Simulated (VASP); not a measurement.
Crystal: SrMn4As2.

```
Sr As Mn
1.0
     2.11410    3.66173    0.00000
    -2.11410    3.66173    0.00000
     0.00000   -2.44115    7.86420
Sr As Mn
1 2 4
Direct
  0.00000 0.00000 0.00000
  0.24740 0.24740 0.74220
  0.75260 0.75260 0.25780
  0.14340 0.14340 0.43020
  0.85660 0.85660 0.56980
  0.43850 0.43850 0.31550
  0.56150 0.56150 0.68450
```

Base run:

* Program: VASP 6.6.1
* Functional: PBE
* Potentials or basis: VASP PAW PBE potentials, release 64 (Sr_sv, As, Mn_pv)
* Cutoff: 520 eV
* k mesh: 5 × 5 × 5
* Occupations: methfessel-paxton, width 0.005 eV
* Spin: no spin polarisation

Its results: band gap on the k mesh zero (band 36 reaches 6.61 eV, above the bottom of band 37 at 6.28 eV); pressure -13.4 GPa; largest force 2.677 eV/Å.

Task: The run is repeated on the same cell with these changes: occupations from methfessel-paxton, width 0.005 eV to fermi-dirac, width 0.1 eV. What comes out?

Result: Band gap on the k mesh zero (band 36 reaches 6.64 eV, above the bottom of band 37 at 6.30 eV); pressure -12.9 GPa; largest force 2.634 eV/Å.

Caveats: forces of over 1 eV/Å act on the atoms, so gaps and moduli don't describe the material at rest.
